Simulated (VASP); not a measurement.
Wanted: the native input for a VASP 6.6.1 run.

| Property | Result |
| --- | --- |
| Task | single point |
| Functional | PBE |
| Potentials or basis | VASP PAW PBE potentials, release 64 (Cu, Ru_pv, C, N) |
| Cutoff | 520 eV |
| k mesh | 4 × 4 × 4 |
| Occupations | gaussian, width 0.1 eV |
| Spin | collinear spin, antiferromagnetic start |
| Starting moments | [1.0, -1.0, 0.0, 0.0, 0.0, 0.0, 0.0, 0.0, 0.0, 0.0] μB |
| Dipole correction | no |
| Further INCAR settings | ALGO = Normal; EDIFF = 1e-06; NBANDS = 46 |

The structure of CuRuC4N4 lies in POSCAR:

```
CuRuC4N4
1.0
    5.8583731800      0.0000000000      0.0000000000
    0.0000000000      5.8583731800      0.0000000000
    0.0000000000      0.0000000000      5.8583731800
Cu Ru C N
1 1 4 4
Direct
    0.5000000000      0.5000000000      0.5000000000
    0.0000000000      0.0000000000      0.0000000000
    0.1868532600      0.1868532600      0.1868532600
    0.1868532600      0.8131467400      0.8131467400
    0.8131467400      0.1868532600      0.8131467400
    0.8131467400      0.8131467400      0.1868532600
    0.3021582700      0.3021582700      0.3021582700
    0.3021582700      0.6978417300      0.6978417300
    0.6978417300      0.3021582700      0.6978417300
    0.6978417300      0.6978417300      0.3021582700
```

These files were run (other wordings do the same):

INCAR

```
SYSTEM = CuRuC4N4
PREC = Accurate
ENCUT = 520
EDIFF = 1E-6
ISMEAR = 0
SIGMA = 0.1
LREAL = .False.
LASPH = .True.
NELM = 150
ALGO = Normal
ISIF = 2
LWAVE = .False.
LCHARG = .False.
ISPIN = 2
MAGMOM = 1 -1 0 0 0 0 0 0 0 0
LORBIT = 11
LMAXMIX = 4
GGA = PE
NBANDS = 46
```

KPOINTS

```
Automatic mesh
0
Gamma
  4 4 4
  0 0 0
```

Potentials or basis: VASP PAW PBE potentials, release 64 (Cu, Ru_pv, C, N).

Launch:

```console
$ cat potpaw_PBE.64/Cu/POTCAR potpaw_PBE.64/Ru_pv/POTCAR potpaw_PBE.64/C/POTCAR potpaw_PBE.64/N/POTCAR > POTCAR
$ mpirun -np 1 vasp_std > vasp.out
```

Results of the run:

```
Pressure                                              : 2.0 GPa
Largest force                                         : 1.896 eV/Å
Net moment                                            : 0.00 μB per cell
Valence electrons inside the program's atomic spheres : Cu 9.84; Ru 13.00; C 2.63; N 3.85
```

Caveat: forces of over 1 eV/Å act on the atoms, so gaps and moduli don't describe the material at rest.

Wall time 9.9 min on 1 thread of Intel(R) Xeon(R) Platinum 8559C (Emerald Rapids), on a shared host, peak memory 0.48 GiB.
